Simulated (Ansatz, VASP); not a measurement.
**W12CO: VASP beside Ansatz**

```xyz
14
Lattice="5.5141 0.0000 0.0000 -1.8380 5.1987 0.0000 0.0000 0.0000 22.3560" Properties=species:S:1:pos:R:3 pbc="T T T"
W     0.9190    1.2997    4.0000
W     0.0000    3.8990    4.0000
W     3.6761    1.2997    4.0000
W     2.7570    3.8990    4.0000
W     0.0000    0.0000    6.1780
W    -0.9190    2.5994    6.1780
W     2.7570    0.0000    6.1780
W     1.8380    2.5994    6.1780
W     0.9190    1.2997    8.3560
W     0.0000    3.8990    8.3560
W     3.6761    1.2997    8.3560
W     2.7570    3.8990    8.3560
C     3.3279    3.0326   10.1160
O     4.6369    3.0326   10.1160
```

Alike in both runs: task single point; functional PBE; k mesh 5 × 5 × 1; occupations gaussian, width 0.1 eV; no spin polarisation.

|  | VASP | Ansatz |
| --- | --- | --- |
| version | VASP 6.6.1 | Ansatz 0.2.0 |
| potentials or method | VASP PAW PBE potentials, release 64 (W_sv, C, O), cutoff 520 eV | scalar-relativistic, plane waves, PAW |
| valence electrons in the cell | 178 | 178 |

```tsv
	VASP	Ansatz	Ansatz less VASP
gap on the k mesh at the Fermi level (eV)	none	none	-
rms of the force components (eV/Å)	0.560	0.573	+0.0138
```

Atom by atom the forces differ by 0.065 eV/Å (rms over components). A gap of «none» marks a metal or a gap that the smearing closes.

Neither program's run includes spin-orbit coupling.
